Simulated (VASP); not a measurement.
Write the native input for VASP 6.6.1 that does the following.

```
Task                   : single point
Functional             : PBE
Potentials or basis    : VASP PAW PBE potentials, release 64 (Ge_d)
Cutoff                 : 520 eV
k mesh                 : 12 × 12 × 8
Occupations            : gaussian, width 0.15 eV
Spin                   : no spin polarisation
Dipole correction      : no
Further INCAR settings : ALGO = Normal; EDIFF = 1e-07; NBANDS = 36
```

The structure of Ge lies in POSCAR:

```
Ge
1.0
    4.0581567077      0.0000000000      0.0000000000
   -2.0290783539      3.5144668014      0.0000000000
    0.0000000000      0.0000000000      6.6925281924
Ge
4
Direct
    0.6666666667      0.3333333333      0.0627911807
    0.3333333333      0.6666666667      0.5627911807
    0.6666666667      0.3333333333      0.4372088193
    0.3333333333      0.6666666667      0.9372088193
```

This isn't the form of Ge at room conditions, which is diamond.

One way to write it, as run:

INCAR

```
PREC = Accurate ; ENCUT = 520
EDIFF = 1E-7 ; ISMEAR = 0
SIGMA = 0.15 ; LREAL = False
LASPH = True ; NELM = 60
ALGO = Normal ; ISIF = 2
LWAVE = False ; LCHARG = True
GGA = PE ; LELF = True
LVHAR = True ; NBANDS = 36
```

KPOINTS

```
Automatic mesh
0
Gamma
  12 12 8
```

Potentials or basis: VASP PAW PBE potentials, release 64 (Ge_d).

Launch:

```sh
$ cat potpaw_PBE.64/Ge_d/POTCAR > POTCAR
$ mpirun -np 1 vasp_std > vasp.out
```

Results of the run:

```
Pressure               : 0.0 GPa
Band gap on the k mesh : zero (bands 28 and 29 overlap by 0.01 eV)
```

Caveat: semilocal functionals underestimate gaps, so a narrow gap can read as zero.

It took 8.5 min on 1 thread of AMD EPYC 7R13 (shared host), peak memory 0.33 GiB.
